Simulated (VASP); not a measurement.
**RbBr: single point with LDA**

RbBr:

```
CELL_PARAMETERS angstrom
4.12793 0.00000 0.00000
0.00000 4.12793 0.00000
0.00000 0.00000 4.12793
ATOMIC_POSITIONS crystal
Rb 0.00000 0.00000 0.00000
Br 0.50000 0.50000 0.50000
```

```yaml
Program: VASP 6.6.1
Task: single point
Functional: LDA
Potentials_or_basis: VASP PAW LDA potentials, release 64 (Rb_sv, Br)
Cutoff: 520 eV
k_mesh: 4 × 4 × 4
Occupations: gaussian, width 0.01 eV
Spin: no spin polarisation
Dipole_correction: no
Further_INCAR_settings: ALGO = Normal; EDIFF = 1e-06; NBANDS = 15
```

* Pressure: -1.9 GPa
* Band gap on the k mesh: 3.68 eV, indirect (least direct gap 3.84 eV)

Levels at points of the mesh, in eV from the valence-band top:
| k point | band 4 | band 5 | band 6 | band 7 | band 8 | band 9 | band 10 | band 11 | band 12 | band 13 |
| --- | --- | --- | --- | --- | --- | --- | --- | --- | --- | --- |
| (0.00, 0.00, 0.00) | -9.00 | -9.00 | -0.16 | -0.16 | -0.16 | 3.68 | 5.30 | 5.30 | 9.80 | 9.80 |
| (0.50, 0.00, 0.00) | -8.95 | -8.95 | -1.80 | -0.24 | -0.24 | 6.60 | 6.77 | 7.33 | 8.49 | 9.67 |
| (0.50, 0.50, 0.00) | -9.33 | -8.91 | -1.08 | -1.08 | 0.00 | 4.98 | 5.95 | 7.77 | 7.77 | 10.43 |
| (0.50, 0.50, 0.50) | -9.24 | -9.24 | -1.38 | -1.38 | -1.38 | 7.93 | 7.93 | 7.93 | 9.16 | 9.16 |

It took 6.1 s on 1 thread of Intel(R) Xeon(R) 6975P-C (Granite Rapids), with other jobs on the host, peak memory 0.15 GiB.

A k mesh can miss the band edges. A hybrid or GW would open this gap; LDA tends to underestimate it.
